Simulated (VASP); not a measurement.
# Al (Cmcm) in VASP: a series of runs, part 2 of 3

VASP 6.6.1. The steps go on from the part before.

## (3) Single point, PBEsol+D3(BJ) (strain +0.0200 x Voigt [1, -1, 0, 0, 0, 0])

INCAR reads:

```
SYSTEM = Al
PREC = Accurate
ENCUT = 520
EDIFF = 1E-7
ISMEAR = 0
SIGMA = 0.15
LREAL = .False.
LASPH = .True.
NELM = 100
ALGO = Fast
ISIF = 2
LWAVE = .False.
LCHARG = .False.
GGA = PS
IVDW = 12
NBANDS = 10
```

KPOINTS reads:

```
regular mesh
0
Gamma
  18 18 10
  0 0 0
```

POSCAR reads:

```
Al
1.0
    2.8687044585      0.0000000000      0.0000000000
   -1.4343522292      2.3869446258      0.0000000000
    0.0000000000      0.0000000000      4.8668500000
Al
2
Direct
    0.6666666667      0.3333333333      0.7500000000
    0.3333333333      0.6666666667      0.2500000000
```

Potentials or basis: VASP PAW PBE potentials, release 64 (Al).

Command:

```console
> cat potpaw_PBE.64/Al/POTCAR > POTCAR
> mpirun -np 1 vasp_std > vasp.out
```

OUTCAR:

```text
SYSTEM = Al
   PREC = Accurate
   ENCUT = 520
   EDIFF = 1E-7
   ISMEAR = 0
   LREAL = .False.
   LASPH = .True.
   NELM = 100
   ISIF = 2
   GGA = PS
   IVDW = 12
 IVDW          = 12

 ion  position               nearest neighbor table
   1  0.667  0.333  0.750-   2 2.91   2 2.91   2 2.93   2 2.93   2 2.93   2 2.93
   2  0.333  0.667  0.250-   1 2.91   1 2.91   1 2.93   1 2.93   1 2.93   1 2.93

  Warning from LATTYP: Monoclinic adjustment (A1->A3, A2->A1, A3->A2)!
  LATTYP: Found a base centered orthorhombic cell.
 ALAT       =     2.8687044585
 B/A-ratio  =     1.6641272465
 C/A-ratio  =     1.6965323791

  Lattice vectors:

 A1 = (   1.4343522292,  -2.3869446258,   0.0000000000)
 A2 = (   1.4343522293,   2.3869446258,   0.0000000000)
 A3 = (   0.0000000000,   0.0000000000,   4.8668500000)

Analysis of symmetry for initial positions (statically):
=====================================================================
 Subroutine PRICEL returns:
 Original cell was already a primitive cell.

 Routine SETGRP: Setting up the symmetry group for a
 base centered orthorhombic supercell.

 Subroutine GETGRP returns: Found  8 space group operations
 (whereof  4 operations were pure point group operations)
 out of a pool of  8 trial point group operations.

The static configuration has the point symmetry C_2h.
 The point group associated with its full space group is D_2h.

Analysis of symmetry for dynamics (positions and initial velocities):
=====================================================================
 Subroutine PRICEL returns:
 Original cell was already a primitive cell.

 Routine SETGRP: Setting up the symmetry group for a
 base centered orthorhombic supercell.

 Subroutine GETGRP returns: Found  8 space group operations
 (whereof  4 operations were pure point group operations)
 out of a pool of  8 trial point group operations.

The dynamic configuration has the point symmetry C_2h.
 The point group associated with its full space group is D_2h.

 Subroutine INISYM returns: Found  8 space group operations
 (whereof  4 operations are pure point group operations),
 and found     1 'primitive' translations

----------------------------------------------------------------------------------------

                                     Primitive cell

  volume of cell :      33.3255

  direct lattice vectors                    reciprocal lattice vectors
     2.868704458  0.000000000  0.000000000     0.348589412  0.209472811  0.000000000
    -1.434352229  2.386944626  0.000000000     0.000000000  0.418945622  0.000000000
     0.000000000  0.000000000  4.866850000     0.000000000  0.000000000  0.205471712

  length of vectors
     2.868704458  2.784756895  4.866850000     0.406685919  0.418945622  0.205471712

  position of ions in fractional coordinates (direct lattice)
     0.666666667  0.333333333  0.750000000
     0.333333333  0.666666667  0.250000000

  ion indices of the primitive-cell ions
   primitive index   ion index
                 1           1
                 2           2

----------------------------------------------------------------------------------------

 KPOINTS: regular mesh

Automatic generation of k-mesh.
 Grid dimensions read from file:
 generate k-points for:   18   18   10

 Generating k-lattice:

[... 44 lines left out ...]
   number of dos      NEDOS =    301   number of ions     NIONS =      2
   total plane-waves  NPLWV =  20736
   dimension x,y,z NGX =    24 NGY =   24 NGZ =   36
   dimension x,y,z NGXF=    48 NGYF=   48 NGZF=   72
   ions per type =               2
   NGX,Y,Z   is equivalent  to a cutoff of  13.91, 14.33, 12.30 a.u.
   NGXF,Y,Z  is equivalent  to a cutoff of  27.82, 28.66, 24.59 a.u.
 SYSTEM =  Al
   PREC   = accura    normal or accurate (medium, high low for compatibility)
   ISTART =      0    job   : 0-new  1-cont  2-samecut
   ICHARG =      2    charge: 1-file 2-atom 10-const
   ISPIN  =      1    spin polarized calculation?
   LNONCOLLINEAR =      F non collinear calculations
   LSORBIT =      F    spin-orbit coupling
   LASPH  =      T    aspherical Exc in radial PAW
   ENCUT  =  520.0 eV  38.22 Ry    6.18 a.u.   5.33  5.18  9.05*2*pi/ulx,y,z
   NELM   =    100;   NELMIN=  2; NELMDL= -5     # of ELM steps
   EDIFF  = 0.1E-06   stopping-criterion for ELM
   LREAL  =      F    real-space projection
   EDIFFG = 0.1E-05   stopping-criterion for IOM
   NSW    =      0    number of steps for IOM
   IBRION =     -1    ionic relax: 0-MD 1-quasi-New 2-CG
   NFREE  =      0    steps in history (QN), initial steepest desc. (CG)
   ISIF   =      2    stress and relaxation
   ISYM   =      2    0-nonsym 1-usesym 2-fastsym
   POTIM  = 0.5000    time-step for ionic-motion
   TEBEG  =    0.0;   TEEND  =   0.0 temperature during run
   PSTRESS=    0.0 pullay stress
   NELECT =       6.0000    total number of electrons
   NUPDOWN=      -1.0000    fix difference up-down
   EMIN   =  10.00;   EMAX   =-10.00  energy-range for DOS
   EFERMI =   0.00;   METHOD = LEGACY
   ISMEAR =     0;   SIGMA  =   0.15  broadening in eV -4-tet -1-fermi 0-gaus
   EFERMI_NEDOS =   21; number of points for ismear=-14 and -15
   IALGO  =     68    algorithm
   IMIX   =      4    mixing-type and parameters
     AMIX     =   0.40;   BMIX     =  1.00
     AMIX_MAG =   1.60;   BMIX_MAG =  1.00
  volume/ion in A,a.u.               =      16.66       112.45
  Fermi-wavevector in a.u.,A,eV,Ry     =   0.924414  1.746889 11.626741  0.854541
  Thomas-Fermi vector in A             =   2.050157
   LORBIT       =      0    0 simple, 1 ext, 2 COOP (PROOUT), +10 PAW based schemes
   GGA     = PS    functional components
   LHFCALC =     F    Hartree Fock is set to
   AEXX    =    0.0000 exact exchange contribution
   IVDW    =    12    specifies the selected vdW correction
   LEPSILON=     F    determine dielectric tensor
   LRPA    =     F    only Hartree local field effects (RPA)
 non-spin polarized calculation
 RMM-DIIS sequential band-by-band and
 Gauss-broadening in eV      SIGMA  =   0.15
  energy-cutoff  :      520.00
  volume of cell :       33.33
 maximum number of plane-waves:       912
 NGX is ok and might be reduce to    24
   NGX = 11   NGY = 11   NGZ = 19

 number of electron       6.0000000 magnetization

 Free energy of the ion-electron system (eV)
  ---------------------------------------------------
  ext. energy  EPLUGINS =         0.00000000
  ---------------------------------------------------
  free energy    TOTEN  =        -8.10592774 eV

  energy without entropy =       -8.09620955  energy(sigma->0) =       -8.10106865

 E-fermi :   7.8132     XC(G=0): -10.2201

 val. band max:        7.8061750795   @ k =   0.0556   0.3333   0.1000
 cond. band min:       7.8210883404   @ k =   0.0000   0.4444   0.0000
 fundamental gap:      0.0149132609
 Fermi energy:         7.8131919991

 k-point     1 :       0.0000    0.0000    0.0000
  band No.  band energies     occupation
      1      -3.2199      2.00000
      2       2.7830      2.00000
      3       3.0112      2.00000
      4      18.8179      0.00000
      5      18.8908      0.00000
      6      18.9397      0.00000
      7      19.7547      0.00000
      8      19.9680      0.00000
      9      20.1993      0.00000
     10      22.6299      0.00000
[... 287 lines left out ...]
 k-point    24 :      -0.2778    0.0556    0.0000
  band No.  band energies     occupation
      1      -1.6608      2.00000
      2       4.2949      2.00000
      3       4.4734      2.00000
      4      10.1815      0.00000
      5      13.9206      0.00000
      6      15.8660      0.00000
      7      16.0039      0.00000
      8      18.7236      0.00000
      9      19.3869      0.00000
     10      20.0575      0.00000

 [... further k-points ...]

------------------------ aborting loop because EDIFF is reached ----------------------------------------

 Edisp (eV)   -0.62851

 E8    (eV) :    -0.4232

  FORCE on cell =-STRESS in cart. coord.  units (eV):
  Direction    XX          YY          ZZ          XY          YZ          ZX
  --------------------------------------------------------------------------------------
  -------------------------------------------------------------------------------------
  Total      -0.91638    -0.45374    -1.26939    -0.00000    -0.00000     0.00000
  in kB     -44.05670   -21.81446   -61.02829    -0.00000    -0.00000     0.00000
  external pressure =      -42.30 kB  Pullay stress =        0.00 kB

 VOLUME and BASIS-vectors are now :
 -----------------------------------------------------------------------------
  energy-cutoff  :      520.00
  volume of cell :       33.33
      direct lattice vectors                 reciprocal lattice vectors
     2.868704458  0.000000000  0.000000000     0.348589412  0.209472811  0.000000000
    -1.434352229  2.386944626  0.000000000     0.000000000  0.418945622  0.000000000
     0.000000000  0.000000000  4.866850000     0.000000000  0.000000000  0.205471712

 POSITION                                       TOTAL-FORCE (eV/Angst)
 -----------------------------------------------------------------------------------
      1.43435      0.79565      3.65014         0.000000      0.000395      0.000000
     -0.00000      1.59130      1.21671        -0.000000     -0.000395     -0.000000
 -----------------------------------------------------------------------------------
    total drift:                                0.000000     -0.000000      0.000000

  FREE ENERGIE OF THE ION-ELECTRON SYSTEM (eV)
  ---------------------------------------------------
  free  energy   TOTEN  =        -8.7344346078 eV

  energy  without entropy=       -8.7247164185  energy(sigma->0) =       -8.72957551
```

stdout:

```text
POSCAR found type information on POSCAR Al
 POSCAR found :  1 types and       2 ions
 scaLAPACK will be used
 -----------------------------------------------------------------------------
|                                                                             |
|                                                                             |
|     You enforced a specific xc type in the INCAR file but a different       |
|     I HOPE YOU KNOW WHAT YOU ARE DOING!                                     |
|                                                                             |
 -----------------------------------------------------------------------------

 LDA part: xc-table for (Slater+PW92), standard interpolation
 POSCAR, INCAR and KPOINTS ok, starting setup
 FFT: planning ... GRIDC
 FFT: planning ... GRID_SOFT
 FFT: planning ... GRID
 WAVECAR not read
 entering main loop
```

Run time: 2.2 min. Hardware: 1 thread of Intel Xeon Platinum 8259CL at 2.50GHz (Skylake/Cascade Lake), shared host; peak memory 0.27 GiB.

What came out:

* Free energy: -8.7344 eV
* Pressure: -4.2 GPa
* Band gap on the k mesh: zero (bands 3 and 4 overlap by 6.84 eV)
* Dispersion energy per atom: -0.314 eV

Levels at points of the mesh, in eV from the Fermi level:
| k point | band 1 | band 2 | band 3 | band 4 | band 5 | band 6 | band 7 | band 8 |
| --- | --- | --- | --- | --- | --- | --- | --- | --- |
| (0.00, 0.00, 0.00) | -11.03 | -5.03 | -4.80 | 11.00 | 11.08 | 11.13 | 11.94 | 12.15 |
| (0.50, 0.00, 0.00) | -5.13 | -4.98 | 0.50 | 0.54 | 1.22 | 1.39 | 6.67 | 8.13 |
| (0.00, 0.50, 0.00) | -4.71 | -4.70 | 0.85 | 0.94 | 1.63 | 1.68 | 5.54 | 7.22 |
| (0.00, 0.00, 0.50) | -9.48 | -9.48 | 2.41 | 2.41 | 11.98 | 11.98 | 12.85 | 12.85 |
| (0.50, 0.00, 0.50) | -3.87 | -3.87 | -3.19 | -3.19 | 7.49 | 7.49 | 7.77 | 7.77 |
| (0.00, 0.50, 0.50) | -3.59 | -3.59 | -2.75 | -2.75 | 6.87 | 6.87 | 7.28 | 7.28 |

Caveat: the cell differs from its parent crystal (strain +0.0200 x Voigt [1, -1, 0, 0, 0, 0]); the cell stands under tension; the PAW data sets were made with another functional, which shifts forces and pressure a little.

## (4) Single point, PBEsol+D3(BJ) (strain -0.0150 x Voigt [1, -1, 0, 0, 0, 0])

INCAR reads:

```
SYSTEM = Al
PREC     = Accurate       ! precision mode
ENCUT    = 520            ! plane-wave cutoff, eV
EDIFF    = 1E-6           ! SCF threshold, eV
ISMEAR   = 0              ! smearing method
SIGMA    = 0.15           ! smearing width, eV
LREAL    = .FALSE.        ! projectors in reciprocal space
LASPH    = .TRUE.         ! aspherical terms in the spheres
NELM     = 80             ! most SCF steps
ALGO     = Fast           ! electronic algorithm
ISIF     = 2              ! what is computed and relaxed
LWAVE    = .FALSE.        ! write WAVECAR
LCHARG   = .TRUE.         ! write CHGCAR
GGA      = PS             ! functional
IVDW     = 12             ! dispersion correction
LELF     = .TRUE.         ! ELF
LVHAR    = .TRUE.       
NBANDS   = 10             ! bands
```

KPOINTS reads:

```
regular mesh
0
G
  18 18 10
  0 0 0
```

POSCAR reads:

```
Al
1.0
    2.7702685212      0.0000000000      0.0000000000
   -1.3851342606      2.4721926481      0.0000000000
    0.0000000000      0.0000000000      4.8668500000
Al
2
Direct
    0.6666666667      0.3333333333      0.7500000000
    0.3333333333      0.6666666667      0.2500000000
```

Command:

```console
> cat potpaw_PBE.64/Al/POTCAR > POTCAR
> mpirun -np 1 vasp_std > vasp.out
```

Run time: 2 min. Hardware: 1 thread of Intel Xeon Platinum 8259CL at 2.50GHz (Skylake/Cascade Lake), shared host; peak memory 0.27 GiB.

Results (log left out):

- Free energy: -8.7361 eV
- Pressure: -4.3 GPa
- Band gap on the k mesh: zero (bands 3 and 4 overlap by 7.01 eV)
- Dispersion energy per atom: -0.314 eV

Forces in eV/Å, atoms in the order of the input:
```
Al   0.000  0.003  0.000
Al   0.000 -0.003  0.000
```

Stress tensor (GPa, compression positive):
```
-2.50  0.00  0.00
 0.00 -4.45  0.00
 0.00  0.00 -5.98
```

Levels at points of the mesh, in eV from the Fermi level:
```csv
k point,band 1,band 2,band 3,band 4,band 5,band 6,band 7
"(0.00, 0.00, 0.00)",-11.04,-5.03,-4.81,10.91,11.21,11.31,11.81
"(0.50, 0.00, 0.00)",-4.88,-4.83,0.71,0.75,1.48,1.53,6.00
"(0.00, 0.50, 0.00)",-5.21,-5.03,0.43,0.49,1.13,1.35,6.84
"(0.00, 0.00, 0.50)",-9.48,-9.48,2.41,2.41,12.06,12.06,12.86
"(0.50, 0.00, 0.50)",-3.71,-3.71,-2.94,-2.94,7.30,7.30,7.42
"(0.00, 0.50, 0.50)",-3.92,-3.92,-3.27,-3.27,7.49,7.49,7.72
```

Caveat: the cell differs from its parent crystal (strain -0.0150 x Voigt [1, -1, 0, 0, 0, 0]); the cell stands under tension; the PAW data sets were made with another functional, which shifts forces and pressure a little.

(Part 2 of 3 ends here.)
